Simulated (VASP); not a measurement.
ZrB3: single point with PBE

ZrB3:

```
Zr B
1.0
     4.01477    0.00000    0.00000
    -2.00739    3.47689    0.00000
     0.00000    0.00000    4.66281
Zr B
1 3
Direct
  0.00000 0.00000 0.00000
  0.00000 0.00000 0.50000
  0.33333 0.66667 0.00000
  0.66667 0.33333 0.00000
```

* Program: VASP 6.6.1
* Task: single point
* Functional: PBE
* Potentials or basis: VASP PAW PBE potentials, release 64 (Zr_sv, B)
* Cutoff: 500 eV
* k mesh: 6 × 6 × 6
* Occupations: gaussian, width 0.1 eV
* Spin: no spin polarisation

The pressure is 0.0 GPa.

Stress tensor (GPa, compression positive):
```
-0.01  0.00  0.00
 0.00 -0.01  0.00
 0.00  0.00  0.14
```

Levels at points of the mesh, in eV from the Fermi level:
```
           k point  band 8  band 9  band 10  band 11  band 12  band 13
(0.00, 0.00, 0.00)   -4.42   -2.08    -0.74     1.73     1.73     2.28
(0.50, 0.00, 0.00)   -2.04   -2.03    -0.72     0.29     0.48     0.52
(0.00, 0.00, 0.50)   -4.39   -2.14    -0.66    -0.02     0.17     0.17
(0.50, 0.00, 0.50)   -3.57   -1.97    -1.83    -0.69    -0.39     0.31
```

Wall time 17 s on 1 thread of Intel(R) Xeon(R) 6975P-C (Granite Rapids), with other jobs on the host, peak memory 0.19 GiB.
